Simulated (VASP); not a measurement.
# IrO (Pm-3m) in VASP: further runs

Runs on IrO. Level: r2SCAN. Tasks: single point.

All numbers are computed with VASP 6.6.1; they aren't measurements. Logs are shortened: lines on timing, memory, paths and dates and some standing lists are left out, and cuts for length are marked.

### Step 1. The cell of the first run

The structure is cubic, space group Pm-3m (No. 221). The conventional cell has a = 2.786 Å, b = 2.786 Å, c = 2.786 Å, α = 90.00°, β = 90.00°, γ = 90.00°. Within 3.2 Å of Ir (site symmetry m-3m) lie 8 O at 2.41 Å and 6 Ir at 2.79 Å. O (site symmetry m-3m) has 8 Ir at 2.41 Å and 6 O at 2.79 Å within 3.2 Å.

### Step 2. Single point, r2SCAN, collinear spin

POSCAR reads:

```
IrO
1.0
    2.7857978864      0.0000000000      0.0000000000
    0.0000000000      2.7857978864      2.7857978864
    0.0000000000      0.0000000000      5.5715957727
Ir O
2 2
Direct
    1.0000000000      1.0000000000      1.0000000000
    1.0000000000      1.0000000000      0.5000000000
    0.5000000000      0.5000000000      0.0000000000
    0.5000000000      0.5000000000      0.5000000000
```

INCAR.step1 reads:

```
ALGO = Normal ; EDIFF = 1E-4
ENCUT = 520 ; GGA = PE
ISMEAR = 0 ; ISPIN = 2
LASPH = T ; LCHARG = F
LMAXMIX = 4 ; LREAL = F
LWAVE = T ; MAGMOM = 1 -1 0 0
NBANDS = 27 ; NELM = 150
PREC = Accurate ; SIGMA = 0.1
```

INCAR.step2 reads:

```
ALGO = Normal ; EDIFF = 1E-7
ENCUT = 520 ; ISIF = 2
ISMEAR = 0 ; ISPIN = 2
ISTART = 1 ; LASPH = T
LCHARG = T ; LELF = T
LMAXMIX = 4 ; LMIXTAU = T
LORBIT = 11 ; LREAL = F
LVHAR = T ; LWAVE = F
MAGMOM = 1 -1 0 0 ; METAGGA = R2SCAN
NBANDS = 27 ; NELM = 150
PREC = Accurate ; SIGMA = 0.1
```

KPOINTS reads:

```
k-points
0
Gamma
  16 16 8
```

Potentials or basis: VASP PAW PBE potentials, release 64 (Ir, O).

Run with:

```bash
> cat potpaw_PBE.64/Ir/POTCAR potpaw_PBE.64/O/POTCAR > POTCAR
> cp INCAR.step1 INCAR
> mpirun -np 1 vasp_std > vasp.out
> cp INCAR.step2 INCAR
> mpirun -np 1 vasp_std > vasp.out
```

OUTCAR:

```text
EDIFF = 1E-7
   ENCUT = 520
   ISIF = 2
   ISMEAR = 0
   ISPIN = 2
   ISTART = 1
   LASPH = T
   LORBIT = 11
   LREAL = F
   METAGGA = R2SCAN
   NELM = 150
   PREC = Accurate

 ion  position               nearest neighbor table
   1  0.000  0.000  0.000-   4 2.41   4 2.41   4 2.41   4 2.41   3 2.41   3 2.41   3 2.41   3 2.41
                             2 2.79   2 2.79   2 2.79   2 2.79
   2  0.000  0.000  0.500-   3 2.41   3 2.41   3 2.41   3 2.41   4 2.41   4 2.41   4 2.41   4 2.41
                             1 2.79   1 2.79   1 2.79   1 2.79
   3  0.500  0.500  0.000-   2 2.41   2 2.41   2 2.41   2 2.41   1 2.41   1 2.41   1 2.41   1 2.41

   4  0.500  0.500  0.500-   1 2.41   1 2.41   1 2.41   1 2.41   2 2.41   2 2.41   2 2.41   2 2.41

  LATTYP: Found a simple tetragonal cell.
 ALAT       =     3.9397131529
 C/A-ratio  =     0.7071067812

  Lattice vectors:

 A1 = (   0.0000000000,   2.7857978864,  -2.7857978863)
 A2 = (   0.0000000000,   2.7857978864,   2.7857978864)
 A3 = (   2.7857978864,   0.0000000000,   0.0000000000)

Analysis of symmetry for initial positions (statically):
=====================================================================
 Subroutine PRICEL returns following result:

  LATTYP: Found a simple cubic cell.
 ALAT       =     2.7857978864
[... 12 lines left out ...]
 Subroutine GETGRP returns: Found 16 space group operations
 (whereof 16 operations were pure point group operations)
 out of a pool of 16 trial point group operations.

The static configuration has the point symmetry D_4h.

Analysis of symmetry for dynamics (positions and initial velocities):
=====================================================================
 Subroutine PRICEL returns following result:

  LATTYP: Found a simple cubic cell.
 ALAT       =     2.7857978864
[... 12 lines left out ...]
 Subroutine GETGRP returns: Found 16 space group operations
 (whereof 16 operations were pure point group operations)
 out of a pool of 16 trial point group operations.

The dynamic configuration has the point symmetry D_4h.

Analysis of structural, dynamic, and magnetic symmetry:
=====================================================================
 Subroutine PRICEL returns following result:

  LATTYP: Found a simple cubic cell.
 ALAT       =     2.7857978864
[... 12 lines left out ...]
 Subroutine GETGRP returns: Found 16 space group operations
 (whereof 16 operations were pure point group operations)
 out of a pool of 16 trial point group operations.

The overall configuration has the point symmetry D_4h.

 Subroutine INISYM returns: Found 16 space group operations
[... 126 lines left out ...]
   LEPSILON=     F    determine dielectric tensor
   LRPA    =     F    only Hartree local field effects (RPA)
 spin polarized calculation
 Gauss-broadening in eV      SIGMA  =   0.10
  energy-cutoff  :      520.00
  volume of cell :       43.24
 maximum number of plane-waves:      1210
 NGX is ok and might be reduce to    24
   NGX = 11   NGY = 15   NGZ = 21

 number of electron      29.9999999 magnetization      -0.0000000

 number of electron      29.9999999 magnetization       0.0000000

 Free energy of the ion-electron system (eV)
  ---------------------------------------------------
  ext. energy  EPLUGINS =         0.00000000
  ---------------------------------------------------
  free energy    TOTEN  =      -112.39731651 eV

  energy without entropy =     -112.37392471  energy(sigma->0) =     -112.38562061

 E-fermi :   8.2695     XC(G=0): -14.3341

 val. band max:        8.2656099062   @ k =   0.5000   0.0000   0.0000
 cond. band min:       8.2746770523   @ k =   0.5000   0.0000   0.1250
 fundamental gap:      0.0090671462
 Fermi energy:         8.2695264212

 spin component 1

 k-point     1 :       0.0000    0.0000    0.0000
  band No.  band energies     occupation
      1     -13.6435      1.00000
      2     -12.4179      1.00000
      3       1.6112      1.00000
      4       1.6112      1.00000
      5       2.7410      1.00000
      6       2.7410      1.00000
[... 709 lines left out ...]
     26      26.1766      0.00000
     27      26.7334      0.00000

 [... further k-points ...]

 spin component 2

 k-point     1 :       0.0000    0.0000    0.0000
  band No.  band energies     occupation
      1     -13.6435      1.00000
      2     -12.4179      1.00000
      3       1.6112      1.00000
      4       1.6112      1.00000
      5       2.7410      1.00000
      6       2.7410      1.00000
[... 709 lines left out ...]
     26      26.1766      0.00000
     27      26.7334      0.00000

 [... further k-points ...]

------------------------ aborting loop because EDIFF is reached ----------------------------------------

  FORCE on cell =-STRESS in cart. coord.  units (eV):
  Direction    XX          YY          ZZ          XY          YZ          ZX
  --------------------------------------------------------------------------------------
  -------------------------------------------------------------------------------------
  Total        0.4366185      0.4365451      0.4365451      0.0000000      0.0000000     -0.0000000
  in kB       16.1783371     16.1756166     16.1756166      0.0000000      0.0000000     -0.0000000
  external PRESSURE =      16.1765234 kB  Pullay stress =       0.0000000 kB

 VOLUME and BASIS-vectors are now :
 -----------------------------------------------------------------------------
  energy-cutoff  :      520.00
  volume of cell :       43.24
      direct lattice vectors                 reciprocal lattice vectors
     2.785797886  0.000000000  0.000000000     0.358963586  0.000000000  0.000000000
     0.000000000  2.785797886  2.785797886     0.000000000  0.358963586  0.000000000
     0.000000000  0.000000000  5.571595773     0.000000000 -0.179481793  0.179481793

 POSITION                                       TOTAL-FORCE (eV/Angst)
 -----------------------------------------------------------------------------------
      0.00000      0.00000      0.00000        -0.000000      0.000000      0.000000
      0.00000      0.00000      2.78580        -0.000000      0.000000     -0.000000
      1.39290      1.39290      1.39290         0.000000     -0.000000      0.000000
      1.39290      1.39290      4.17870         0.000000     -0.000000      0.000000
 -----------------------------------------------------------------------------------
    total drift:                                0.000000     -0.000000     -0.000000

  FREE ENERGIE OF THE ION-ELECTRON SYSTEM (eV)
  ---------------------------------------------------
  free  energy   TOTEN  =      -112.3973165136 eV

  energy  without entropy=     -112.3739247088  energy(sigma->0) =     -112.38562061

 total charge

# of ion       s       p       d       tot
------------------------------------------
    1        0.488   0.435   6.977   7.901
    2        0.488   0.435   6.977   7.901
    3        1.642   3.191   0.000   4.833
    4        1.642   3.191   0.000   4.833
--------------------------------------------------
tot          4.261   7.253  13.955  25.468

 magnetization (x)

# of ion       s       p       d       tot
------------------------------------------
    1       -0.000  -0.000  -0.000  -0.000
    2        0.000   0.000   0.000   0.000
    3        0.000   0.000   0.000   0.000
    4        0.000   0.000   0.000   0.000
--------------------------------------------------
tot          0.000   0.000   0.000   0.000
```

OUTCAR.step1:

```text
EDIFF = 1E-4
   ENCUT = 520
   GGA = PE
   ISMEAR = 0
[... 1722 lines left out ...]
      0.00000      0.00000      0.00000        -0.000000     -0.000000     -0.000000
      0.00000      0.00000      2.78580        -0.000000     -0.000000     -0.000000
      1.39290      1.39290      1.39290         0.000000      0.000000      0.000000
      1.39290      1.39290      4.17870         0.000000     -0.000000     -0.000000
 -----------------------------------------------------------------------------------
    total drift:                                0.000000     -0.000000     -0.000000

  FREE ENERGIE OF THE ION-ELECTRON SYSTEM (eV)
  ---------------------------------------------------
  free  energy   TOTEN  =       -23.5627569757 eV

  energy  without entropy=      -23.5382456115  energy(sigma->0) =      -23.55050129
```

OSZICAR.step1:

```text
N       E                     dE             d eps       ncg     rms          rms(c)
DAV:   1     0.278358354646E+03    0.27836E+03   -0.13975E+04 24340   0.111E+03
DAV:   2    -0.824704127106E+01   -0.28661E+03   -0.25981E+03 25064   0.324E+02
DAV:   3    -0.260999668920E+02   -0.17853E+02   -0.16799E+02 28674   0.900E+01
DAV:   4    -0.264032714340E+02   -0.30330E+00   -0.30200E+00 27887   0.119E+01
DAV:   5    -0.264087828326E+02   -0.55114E-02   -0.55108E-02 28197   0.157E+00    0.210E+01
DAV:   6    -0.255644347249E+02    0.84435E+00   -0.12624E+01 35990   0.369E+01    0.200E+01
DAV:   7    -0.235626474587E+02    0.20018E+01   -0.40178E+00 34322   0.212E+01    0.961E+00
DAV:   8    -0.235709784056E+02   -0.83309E-02   -0.85585E-01 26912   0.628E+00    0.182E+00
DAV:   9    -0.235659313889E+02    0.50470E-02   -0.17524E-02 27169   0.106E+00    0.595E-01
DAV:  10    -0.235630196499E+02    0.29117E-02   -0.77576E-03 28942   0.756E-01    0.351E-01
DAV:  11    -0.235627605441E+02    0.25911E-03   -0.71941E-04 27840   0.210E-01    0.730E-02
DAV:  12    -0.235627569757E+02    0.35684E-05   -0.43200E-05 13820   0.514E-02
   1 F= -.23562757E+02 E0= -.23550501E+02  d E =-.245114E-01  mag=     0.0000
```

It took 51 min on 1 thread of Oxide Virtual Turin-like, shared host; peak memory 0.46 GiB.

Results:

* Free energy: -112.3973 eV
* Pressure: 1.6 GPa
* Band gap on the k mesh: zero (filled and empty bands overlap)
* Net moment: 0.00 μB per cell
* Valence electrons inside the program's atomic spheres: Ir 7.90; O 4.83

Caveat: the PAW data sets were made with another functional, which shifts forces and pressure a little; spin-orbit coupling is left out, which moves the levels of the heavy elements.

### Step 3. Single point, r2SCAN, collinear spin

This run uses another cell than the first one, of 12.76 Å³/atom.

POSCAR reads:

```
IrO
1.0
    2.9438133716      0.0000000000      0.0000000000
    0.0000000000      2.9438133716      0.0000000000
    0.0000000000      0.0000000000      5.8876267431
Ir O
2 2
Direct
    1.0000000000      1.0000000000      1.0000000000
    1.0000000000      1.0000000000      0.5000000000
    0.5000000000      0.5000000000      0.2500000000
    0.5000000000      0.5000000000      0.7500000000
```

INCAR.step1 reads:

```
ALGO     = Normal         # electronic algorithm
EDIFF    = 1E-4           # SCF threshold, eV
ENCUT    = 520            # plane-wave cutoff, eV
GGA      = PE             # functional
ISMEAR   = 0              # smearing method
ISPIN    = 2              # spin polarisation
KPAR     = 4            
LASPH    = T              # aspherical terms in the spheres
LCHARG   = F              # write CHGCAR
LMAXMIX  = 4              # l up to which the mixer works
LREAL    = F              # projectors in reciprocal space
LWAVE    = T              # write WAVECAR
MAGMOM   = 1 -1 0 0       # initial moments
NBANDS   = 27             # bands
NELM     = 150            # most SCF steps
PREC     = Accurate       # precision mode
SIGMA    = 0.1            # smearing width, eV
```

INCAR.step2 reads:

```
ALGO     = Normal         # electronic algorithm
EDIFF    = 1E-6           # SCF threshold, eV
ENCUT    = 520            # plane-wave cutoff, eV
ISIF     = 2              # what is computed and relaxed
ISMEAR   = 0              # smearing method
ISPIN    = 2              # spin polarisation
ISTART   = 1            
KPAR     = 4            
LASPH    = T              # aspherical terms in the spheres
LCHARG   = T              # write CHGCAR
LMAXMIX  = 4              # l up to which the mixer works
LMIXTAU  = T            
LORBIT   = 11             # projections on sites
LREAL    = F              # projectors in reciprocal space
LVHAR    = T            
LWAVE    = F              # write WAVECAR
MAGMOM   = 1 -1 0 0       # initial moments
METAGGA  = R2SCAN         # meta-GGA
NBANDS   = 27             # bands
NELM     = 150            # most SCF steps
PREC     = Accurate       # precision mode
SIGMA    = 0.1            # smearing width, eV
```

KPOINTS is that of step 2.

Potentials or basis: VASP PAW PBE potentials, release 64 (Ir, O).

Run with:

```bash
> cat potpaw_PBE.64/Ir/POTCAR potpaw_PBE.64/O/POTCAR > POTCAR
> cp INCAR.step1 INCAR
> mpirun -np 4 vasp_std > vasp.out
> cp INCAR.step2 INCAR
> mpirun -np 4 vasp_std > vasp.out
```

Run time: 15 min. Hardware: 4 MPI ranks of Oxide Virtual Turin-like, shared host; peak memory 0.51 GiB.

Results (log left out):

```
Free energy                                           : -112.0373 eV
Pressure                                              : -21.9 GPa
Band gap on the k mesh                                : zero (filled and empty bands overlap)
Net moment                                            : 0.00 μB per cell
Site moments                                          : Ir +1.98, -1.98; O +0.00 μB
Valence electrons inside the program's atomic spheres : Ir 7.50; O 4.80
```

Stress tensor (GPa, compression positive):
```
-22.69   0.00   0.00
  0.00 -22.69   0.00
  0.00   0.00 -20.25
```

Levels at points of the mesh, in eV from the Fermi level:
Spin up:
| k point | band 12 | band 13 | band 14 | band 15 | band 16 | band 17 | band 18 | band 19 |
| --- | --- | --- | --- | --- | --- | --- | --- | --- |
| (0.00, 0.00, 0.00) | -2.64 | -1.77 | -1.06 | -1.06 | -0.42 | 0.63 | 1.07 | 1.07 |
| (0.50, 0.00, 0.00) | -2.50 | -1.98 | -0.62 | 0.20 | 0.57 | 0.76 | 0.83 | 4.71 |
| (0.50, 0.50, 0.00) | -2.00 | -0.19 | 0.50 | 1.06 | 1.16 | 1.24 | 1.24 | 5.17 |
| (0.00, 0.00, 0.50) | -2.23 | -1.76 | -0.79 | -0.79 | 0.25 | 0.63 | 0.80 | 0.96 |
| (0.50, 0.00, 0.50) | -2.20 | -0.98 | -0.86 | -0.52 | -0.03 | 0.03 | 0.48 | 4.27 |
| (0.50, 0.50, 0.50) | -1.18 | -0.64 | -0.19 | 0.45 | 0.45 | 0.69 | 1.06 | 4.98 |
Spin down:
```tsv
k point	band 12	band 13	band 14	band 15	band 16	band 17	band 18	band 19
(0.00, 0.00, 0.00)	-2.64	-1.77	-1.06	-1.06	-0.42	0.63	1.07	1.07
(0.50, 0.00, 0.00)	-2.50	-1.98	-0.62	0.20	0.57	0.76	0.83	4.71
(0.50, 0.50, 0.00)	-2.00	-0.19	0.50	1.06	1.16	1.24	1.24	5.17
(0.00, 0.00, 0.50)	-2.23	-1.76	-0.79	-0.79	0.25	0.63	0.80	0.96
(0.50, 0.00, 0.50)	-2.20	-0.98	-0.86	-0.52	-0.03	0.03	0.48	4.27
(0.50, 0.50, 0.50)	-1.18	-0.64	-0.19	0.45	0.45	0.69	1.06	4.98
```

Caveat: the cell stands under tension; the PAW data sets were made with another functional, which shifts forces and pressure a little; spin-orbit coupling is left out, which moves the levels of the heavy elements.
